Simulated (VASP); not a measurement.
Input of a VASP 6.6.1 run:

Contents of INCAR:

```
PREC = Accurate ; ENCUT = 500
EDIFF = 1E-6 ; ISMEAR = 0
SIGMA = 0.023 ; LREAL = F
LASPH = T ; NELM = 120
ALGO = Normal ; ISIF = 2
LWAVE = F ; LCHARG = T
GGA = PE ; LELF = T
LVHAR = T ; NBANDS = 8
GGA_COMPAT = F
```

The input KPOINTS:

```
regular mesh
0
Gamma
  8 8 8
```

POSCAR

```
Sb
1.0
    3.1600000000      0.0000000000      0.0000000000
    0.0000000000      3.1600000000      0.0000000000
    0.0000000000      0.0000000000      3.1600000000
Sb
1
Direct
    0.0000000000      0.0000000000      0.0000000000
```

Potentials or basis: VASP PAW PBE potentials, release 64 (Sb).

Launch:

```bash
$ cat potpaw_PBE.64/Sb/POTCAR > POTCAR
$ mpirun -np 1 vasp_std > vasp.out
```

Problem. Estimate the pressure.

Solution. -2.3 GPa.
